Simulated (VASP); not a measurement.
# TaN in VASP: notebook

TaN is run at these levels: PBEsol; tasks: single point.

All numbers are computed with VASP 6.6.1; they aren't measurements. Logs are shortened: lines on timing, memory, paths and dates and some standing lists are left out, and cuts for length are marked.

## 1. The cell of the first run

It takes space group I4/mmm (No. 139, tetragonal). The conventional cell has a = 2.927 Å, b = 2.927 Å, c = 4.467 Å, α = 90.00°, β = 90.00°, γ = 90.00°. Ta (site symmetry 4/mmm) has 6 N at 2.07 to 2.23 Å within 2.7 Å. N (site symmetry 4/mmm) has 6 Ta at 2.07 to 2.23 Å within 2.7 Å.

## 2. Single point, PBEsol (strain -0.050 along x and y, +0.025 along z)

Input file INCAR:

```
SYSTEM = TaN
PREC = Accurate
ENCUT = 520
EDIFF = 1E-7
ISMEAR = 0
SIGMA = 0.15
LREAL = .FALSE.
LASPH = .TRUE.
NELM = 60
ALGO = Normal
ISIF = 2
LWAVE = .FALSE.
LCHARG = .FALSE.
GGA = PS
NBANDS = 15
```

Input file KPOINTS:

```
regular mesh
0
G
  18 18 18
  0 0 0
```

Input file POSCAR:

```
TaN
1.0
    0.0000000000      2.0700500000      2.2334750000
    2.0700500000      0.0000000000      2.2334750000
    2.0700500000      2.0700500000      0.0000000000
Ta N
1 1
Direct
    0.5000000000      0.5000000000      0.5000000000
    0.0000000000      0.0000000000      0.0000000000
```

Potentials or basis: VASP PAW PBE potentials, release 64 (Ta_pv, N).

Launch:

```console
$ cat potpaw_PBE.64/Ta_pv/POTCAR potpaw_PBE.64/N/POTCAR > POTCAR
$ mpirun -np 1 vasp_std > vasp.out
```

OUTCAR:

```text
SYSTEM = TaN
   PREC = Accurate
   ENCUT = 520
   EDIFF = 1E-7
   ISMEAR = 0
   LREAL = .FALSE.
   LASPH = .TRUE.
   NELM = 60
   ISIF = 2
   GGA = PS

 ion  position               nearest neighbor table
   1  0.500  0.500  0.500-   2 2.07   2 2.07   2 2.07   2 2.07   2 2.23   2 2.23
   2  0.000  0.000  0.000-   1 2.07   1 2.07   1 2.07   1 2.07   1 2.23   1 2.23

  LATTYP: Found a body centered tetragonal cell.
 ALAT       =     2.9274927848
 C/A-ratio  =     1.5258620015

  Lattice vectors:

 A1 = (  -2.0700500000,   0.0000000000,   2.2334750000)
 A2 = (   2.0700500000,   0.0000000000,   2.2334750000)
 A3 = (   0.0000000000,   2.0700500000,  -2.2334750000)

Analysis of symmetry for initial positions (statically):
=====================================================================
 Subroutine PRICEL returns:
 Original cell was already a primitive cell.

 Routine SETGRP: Setting up the symmetry group for a
 body centered tetragonal supercell.

 Subroutine GETGRP returns: Found 16 space group operations
 (whereof 16 operations were pure point group operations)
 out of a pool of 16 trial point group operations.

The static configuration has the point symmetry D_4h.

Analysis of symmetry for dynamics (positions and initial velocities):
=====================================================================
 Subroutine PRICEL returns:
 Original cell was already a primitive cell.

 Routine SETGRP: Setting up the symmetry group for a
 body centered tetragonal supercell.

 Subroutine GETGRP returns: Found 16 space group operations
 (whereof 16 operations were pure point group operations)
 out of a pool of 16 trial point group operations.

The dynamic configuration has the point symmetry D_4h.

 Subroutine INISYM returns: Found 16 space group operations
 (whereof 16 operations are pure point group operations),
 and found     1 'primitive' translations

----------------------------------------------------------------------------------------

                                     Primitive cell

  volume of cell :      19.1414

  direct lattice vectors                    reciprocal lattice vectors
     0.000000000  2.070050000  2.233475000    -0.241540059  0.241540059  0.223866397
     2.070050000  0.000000000  2.233475000     0.241540059 -0.241540059  0.223866397
     2.070050000  2.070050000  0.000000000     0.241540059  0.241540059 -0.223866397

  length of vectors
     3.045245077  3.045245077  2.927492785     0.408410779  0.408410779  0.408410779

  position of ions in fractional coordinates (direct lattice)
     0.500000000  0.500000000  0.500000000
     0.000000000  0.000000000  0.000000000

  ion indices of the primitive-cell ions
   primitive index   ion index
[... 82 lines left out ...]
   POTIM  = 0.5000    time-step for ionic-motion
   TEBEG  =    0.0;   TEEND  =   0.0 temperature during run
   PSTRESS=    0.0 pullay stress
   NELECT =      16.0000    total number of electrons
   NUPDOWN=      -1.0000    fix difference up-down
   EMIN   =  10.00;   EMAX   =-10.00  energy-range for DOS
   EFERMI =   0.00;   METHOD = LEGACY
   ISMEAR =     0;   SIGMA  =   0.15  broadening in eV -4-tet -1-fermi 0-gaus
   EFERMI_NEDOS =   21; number of points for ismear=-14 and -15
   IALGO  =     38    algorithm
   IMIX   =      4    mixing-type and parameters
     AMIX     =   0.40;   BMIX     =  1.00
     AMIX_MAG =   1.60;   BMIX_MAG =  1.00
  volume/ion in A,a.u.               =       9.57        64.59
  Fermi-wavevector in a.u.,A,eV,Ry     =   1.542140  2.914223 32.357333  2.378197
  Thomas-Fermi vector in A             =   2.647987
   LORBIT       =      0    0 simple, 1 ext, 2 COOP (PROOUT), +10 PAW based schemes
   GGA     = PS    functional components
   LHFCALC =     F    Hartree Fock is set to
   AEXX    =    0.0000 exact exchange contribution
   IVDW    =     0    specifies the selected vdW correction
   LEPSILON=     F    determine dielectric tensor
   LRPA    =     F    only Hartree local field effects (RPA)
 non-spin polarized calculation
 Gauss-broadening in eV      SIGMA  =   0.15
  energy-cutoff  :      520.00
  volume of cell :       19.14
 maximum number of plane-waves:       541
   NGX = 11   NGY = 11   NGZ = 11

 number of electron      16.0000001 magnetization

 Free energy of the ion-electron system (eV)
  ---------------------------------------------------
  ext. energy  EPLUGINS =         0.00000000
  ---------------------------------------------------
  free energy    TOTEN  =       -22.79932983 eV

  energy without entropy =      -22.79046913  energy(sigma->0) =      -22.79489948

 E-fermi :  10.5649     XC(G=0): -14.1660

 val. band max:       10.5579476906   @ k =  -0.2778   0.0556   0.3333
 cond. band min:      10.5720499055   @ k =   0.3889  -0.0000   0.0556
 fundamental gap:      0.0141022149
 Fermi energy:        10.5648821457

 k-point     1 :       0.0000    0.0000    0.0000
  band No.  band energies     occupation
      1     -24.8813      2.00000
      2     -24.8612      2.00000
      3     -24.8612      2.00000
      4      -9.1069      2.00000
      5       6.2165      2.00000
      6       6.6611      2.00000
      7       6.6611      2.00000
      8       7.4808      2.00000
      9       8.5622      2.00000
     10       8.5622      2.00000
     11       9.4225      2.00000
     12      11.2589      0.00000
     13      13.8919      0.00000
     14      20.0873      0.00000
[... 401 lines left out ...]
      2     -24.9930      2.00000
      3     -24.8616      2.00000
      4      -7.3944      2.00000
      5       2.3875      2.00000
      6       3.5229      2.00000
      7       3.6996      2.00000
      8       9.6887      2.00000
      9       9.9553      2.00000
     10      10.6454      0.44775
     11      12.4217      0.00000
     12      16.5715      0.00000
     13      17.1660      0.00000
     14      23.2564      0.00000
     15      23.8664      0.00000

 [... further k-points ...]
[... 5 lines left out ...]
  --------------------------------------------------------------------------------------
  -------------------------------------------------------------------------------------
  Total        8.0157006      8.0157006      0.8752076      0.0000000      0.0000000     -0.0000000
  in kB      670.9332390    670.9332390     73.2569654      0.0000000      0.0000000     -0.0000000
  external PRESSURE =     471.7078145 kB  Pullay stress =       0.0000000 kB

 VOLUME and BASIS-vectors are now :
 -----------------------------------------------------------------------------
  energy-cutoff  :      520.00
  volume of cell :       19.14
      direct lattice vectors                 reciprocal lattice vectors
     0.000000000  2.070050000  2.233475000    -0.241540059  0.241540059  0.223866397
     2.070050000  0.000000000  2.233475000     0.241540059 -0.241540059  0.223866397
     2.070050000  2.070050000  0.000000000     0.241540059  0.241540059 -0.223866397

 POSITION                                       TOTAL-FORCE (eV/Angst)
 -----------------------------------------------------------------------------------
      2.07005      2.07005      2.23347        -0.000000      0.000000      0.000000
      0.00000      0.00000      0.00000         0.000000     -0.000000      0.000000
 -----------------------------------------------------------------------------------
    total drift:                                0.000000     -0.000000     -0.000000

  FREE ENERGIE OF THE ION-ELECTRON SYSTEM (eV)
  ---------------------------------------------------
  free  energy   TOTEN  =       -22.7993298300 eV

  energy  without entropy=      -22.7904691317  energy(sigma->0) =      -22.79489948
```

OSZICAR:

```text
N       E                     dE             d eps       ncg     rms          rms(c)
DAV:   1     0.891814817186E+02    0.89181E+02   -0.88636E+03 14432   0.115E+03
DAV:   2    -0.230395882655E+02   -0.11222E+03   -0.10603E+03 17613   0.309E+02
DAV:   3    -0.256364516839E+02   -0.25969E+01   -0.25819E+01 15912   0.441E+01
DAV:   4    -0.256456088122E+02   -0.91571E-02   -0.91535E-02 18904   0.277E+00
DAV:   5    -0.256456597134E+02   -0.50901E-04   -0.50899E-04 16192   0.180E-01    0.309E+01
DAV:   6    -0.228750748128E+02    0.27706E+01   -0.49810E+00 18226   0.259E+01    0.134E+01
DAV:   7    -0.228346340502E+02    0.40441E-01   -0.52400E-01 16626   0.570E+00    0.867E+00
DAV:   8    -0.228056145990E+02    0.29019E-01   -0.10832E-01 16878   0.260E+00    0.178E+00
DAV:   9    -0.227995067371E+02    0.61079E-02   -0.16496E-02 15772   0.104E+00    0.325E-01
DAV:  10    -0.227993676677E+02    0.13907E-03   -0.11041E-03 17207   0.397E-01    0.370E-02
DAV:  11    -0.227993316924E+02    0.35975E-04   -0.88719E-05 16570   0.114E-01    0.287E-02
DAV:  12    -0.227993302371E+02    0.14553E-05   -0.66947E-06 16423   0.257E-02    0.684E-03
DAV:  13    -0.227993298758E+02    0.36132E-06   -0.10251E-06 16570   0.776E-03    0.143E-03
DAV:  14    -0.227993298300E+02    0.45725E-07   -0.41344E-08  7949   0.240E-03
   1 F= -.22799330E+02 E0= -.22794899E+02  d E =-.886070E-02
```

stdout:

```text
POSCAR found type information on POSCAR TaN
 POSCAR found :  2 types and       2 ions
 scaLAPACK will be used
 -----------------------------------------------------------------------------
|                                                                             |
|                                                                             |
|     You enforced a specific xc type in the INCAR file but a different       |
|     I HOPE YOU KNOW WHAT YOU ARE DOING!                                     |
|                                                                             |
 -----------------------------------------------------------------------------

 LDA part: xc-table for (Slater+PW92), standard interpolation
 POSCAR, INCAR and KPOINTS ok, starting setup
 FFT: planning ... GRIDC
 FFT: planning ... GRID_SOFT
 FFT: planning ... GRID
 WAVECAR not read
 entering main loop
```

It took 3 min on 1 thread of AMD EPYC 7R43 (Zen 3), shared host; peak memory 0.22 GiB.

What came out:

```yaml
Free_energy: -22.7993 eV
Pressure: 47.2 GPa
Band_gap_on_the_k_mesh: zero (band 8 reaches 12.70 eV, above the bottom of band 9 at 8.35 eV)
```

Stress tensor (GPa, compression positive):
```
67.09  0.00  0.00
 0.00 67.09  0.00
 0.00  0.00  7.33
```

Levels at points of the mesh, in eV from the Fermi level:
```
           k point  band 4  band 5  band 6  band 7  band 8  band 9  band 10  band 11  band 12  band 13
(0.00, 0.00, 0.00)  -19.67   -4.35   -3.90   -3.90   -3.08   -2.00    -2.00    -1.14     0.69     3.33
(0.50, 0.00, 0.00)  -15.82  -11.26   -8.46   -8.38    2.08    2.38     2.79     4.13     7.41     9.90
(0.50, 0.50, 0.00)  -18.45   -7.33   -6.15   -4.52   -4.52    2.49     4.19     4.19     5.55     8.04
(0.50, 0.00, 0.50)  -18.41   -6.40   -6.24   -5.13   -4.68    2.19     3.54     4.86     6.32     8.43
```

Caveat: the cell differs from its parent crystal (strain -0.050 along x and y, +0.025 along z); the PAW data sets were made with another functional, which shifts forces and pressure a little; spin-orbit coupling is left out, which moves the levels of the heavy elements.

## 3. Single point, PBEsol (strain -0.050 along x and y, -0.050 along z)

Input file INCAR:

```
PREC     = Accurate       # precision mode
ENCUT    = 520            # plane-wave cutoff, eV
EDIFF    = 1E-6           # SCF threshold, eV
ISMEAR   = 0              # smearing method
SIGMA    = 0.15           # smearing width, eV
LREAL    = F              # projectors in reciprocal space
LASPH    = T              # aspherical terms in the spheres
NELM     = 100            # most SCF steps
ALGO     = Normal         # electronic algorithm
ISIF     = 2              # what is computed and relaxed
LWAVE    = F              # write WAVECAR
LCHARG   = F              # write CHGCAR
GGA      = PS             # functional
NBANDS   = 15             # bands
```

Input file KPOINTS:

```
Automatic mesh
0
Gamma
  18 18 18
```

Input file POSCAR:

```
TaN
1.0
    0.0000000000      2.0700500000      2.0700500000
    2.0700500000      0.0000000000      2.0700500000
    2.0700500000      2.0700500000      0.0000000000
Ta N
1 1
Direct
    0.5000000000      0.5000000000      0.5000000000
    0.0000000000      0.0000000000      0.0000000000
```

Potentials or basis: VASP PAW PBE potentials, release 64 (Ta_pv, N).

Launch:

```console
$ cat potpaw_PBE.64/Ta_pv/POTCAR potpaw_PBE.64/N/POTCAR > POTCAR
$ mpirun -np 1 vasp_std > vasp.out
```

OUTCAR:

```text
PREC = Accurate
   ENCUT = 520
   EDIFF = 1E-6
   ISMEAR = 0
   LREAL = F
   LASPH = T
   NELM = 100
   ISIF = 2
   GGA = PS

 ion  position               nearest neighbor table
   1  0.500  0.500  0.500-   2 2.07   2 2.07   2 2.07   2 2.07   2 2.07   2 2.07
   2  0.000  0.000  0.000-   1 2.07   1 2.07   1 2.07   1 2.07   1 2.07   1 2.07

  LATTYP: Found a face centered cubic cell.
 ALAT       =     4.1401000000

  Lattice vectors:

 A1 = (   0.0000000000,   2.0700500000,   2.0700500000)
 A2 = (   2.0700500000,   0.0000000000,   2.0700500000)
 A3 = (   2.0700500000,   2.0700500000,   0.0000000000)

Analysis of symmetry for initial positions (statically):
=====================================================================
 Subroutine PRICEL returns:
 Original cell was already a primitive cell.

 Routine SETGRP: Setting up the symmetry group for a
 face centered cubic supercell.

 Subroutine GETGRP returns: Found 48 space group operations
 (whereof 48 operations were pure point group operations)
 out of a pool of 48 trial point group operations.

The static configuration has the point symmetry O_h .

Analysis of symmetry for dynamics (positions and initial velocities):
[... 168 lines left out ...]
  band No.  band energies     occupation
      1     -23.8041      2.00000
      2     -23.8041      2.00000
      3     -23.8041      2.00000
      4      -8.7780      2.00000
      5       7.2355      2.00000
      6       7.2355      2.00000
      7       7.2355      2.00000
      8       8.8343      2.00000
      9       8.8343      2.00000
     10       8.8343      2.00000
     11      11.6005      0.60718
     12      11.6005      0.60718
     13      14.8332      0.00000
     14      20.9684      0.00000
[... 401 lines left out ...]
      2     -23.9322      2.00000
      3     -23.8502      2.00000
      4      -6.9465      2.00000
      5       2.9070      2.00000
      6       3.9778      2.00000
      7       4.5386      2.00000
      8      10.3777      2.00000
      9      10.4949      2.00000
     10      11.7199      0.10118
     11      15.3025      0.00000
     12      17.0903      0.00000
     13      17.7737      0.00000
     14      24.3363      0.00000
     15      25.3269      0.00000

 [... further k-points ...]
[... 5 lines left out ...]
  --------------------------------------------------------------------------------------
  -------------------------------------------------------------------------------------
  Total        9.7099902      9.7099902      9.7099902     -0.0000000     -0.0000000      0.0000000
  in kB      876.9137347    876.9137347    876.9137347     -0.0000000     -0.0000000      0.0000000
  external PRESSURE =     876.9137347 kB  Pullay stress =       0.0000000 kB

 VOLUME and BASIS-vectors are now :
 -----------------------------------------------------------------------------
  energy-cutoff  :      520.00
  volume of cell :       17.74
      direct lattice vectors                 reciprocal lattice vectors
     0.000000000  2.070050000  2.070050000    -0.241540059  0.241540059  0.241540059
     2.070050000  0.000000000  2.070050000     0.241540059 -0.241540059  0.241540059
     2.070050000  2.070050000  0.000000000     0.241540059  0.241540059 -0.241540059

 POSITION                                       TOTAL-FORCE (eV/Angst)
 -----------------------------------------------------------------------------------
      2.07005      2.07005      2.07005         0.000000      0.000000     -0.000000
      0.00000      0.00000      0.00000        -0.000000     -0.000000      0.000000
 -----------------------------------------------------------------------------------
    total drift:                                0.000000     -0.000000     -0.000000

  FREE ENERGIE OF THE ION-ELECTRON SYSTEM (eV)
  ---------------------------------------------------
  free  energy   TOTEN  =       -22.4475962729 eV

  energy  without entropy=      -22.4397384715  energy(sigma->0) =      -22.44366737
```

OSZICAR:

```text
N       E                     dE             d eps       ncg     rms          rms(c)
DAV:   1     0.913945547967E+02    0.91395E+02   -0.88249E+03  5858   0.116E+03
DAV:   2    -0.227776922069E+02   -0.11417E+03   -0.10826E+03  7110   0.317E+02
DAV:   3    -0.253226753261E+02   -0.25450E+01   -0.25340E+01  6754   0.445E+01
DAV:   4    -0.253304333445E+02   -0.77580E-02   -0.77544E-02  7425   0.263E+00
DAV:   5    -0.253304706159E+02   -0.37271E-04   -0.37268E-04  6712   0.159E-01    0.356E+01
DAV:   6    -0.225199641732E+02    0.28105E+01   -0.48773E+00  7245   0.265E+01    0.157E+01
DAV:   7    -0.224807174261E+02    0.39247E-01   -0.42390E-01  6333   0.542E+00    0.965E+00
DAV:   8    -0.224518218104E+02    0.28896E-01   -0.69087E-02  6900   0.211E+00    0.190E+00
DAV:   9    -0.224477622887E+02    0.40595E-02   -0.10950E-02  6459   0.857E-01    0.374E-01
DAV:  10    -0.224476572331E+02    0.10506E-03   -0.86965E-04  6550   0.357E-01    0.121E-01
DAV:  11    -0.224475978904E+02    0.59343E-04   -0.12099E-04  6543   0.122E-01    0.382E-02
DAV:  12    -0.224475966768E+02    0.12136E-05   -0.78081E-06  6284   0.271E-02    0.780E-03
DAV:  13    -0.224475962729E+02    0.40390E-06   -0.57082E-07  3079   0.622E-03
   1 F= -.22447596E+02 E0= -.22443667E+02  d E =-.785780E-02
```

stdout:

```text
POSCAR found type information on POSCAR TaN
 POSCAR found :  2 types and       2 ions
 scaLAPACK will be used
 -----------------------------------------------------------------------------
|                                                                             |
|                                                                             |
|     You enforced a specific xc type in the INCAR file but a different       |
|     I HOPE YOU KNOW WHAT YOU ARE DOING!                                     |
|                                                                             |
 -----------------------------------------------------------------------------

 LDA part: xc-table for (Slater+PW92), standard interpolation
 POSCAR, INCAR and KPOINTS ok, starting setup
 FFT: planning ... GRIDC
 FFT: planning ... GRID_SOFT
 FFT: planning ... GRID
 WAVECAR not read
 entering main loop
```

Run time: 16 s. Hardware: 1 thread of Intel Xeon 6975P-C (Granite Rapids), shared host; peak memory 0.18 GiB.

Results:

| Property | Result |
| --- | --- |
| Free energy | -22.4476 eV |
| Pressure | 87.7 GPa |
| Band gap on the k mesh | zero (band 8 reaches 14.06 eV, above the bottom of band 9 at 8.83 eV) |

Caveat: the cell differs from its parent crystal (strain -0.050 along x and y, -0.050 along z); the PAW data sets were made with another functional, which shifts forces and pressure a little; spin-orbit coupling is left out, which moves the levels of the heavy elements.

(Continued in part 2 of 2.)
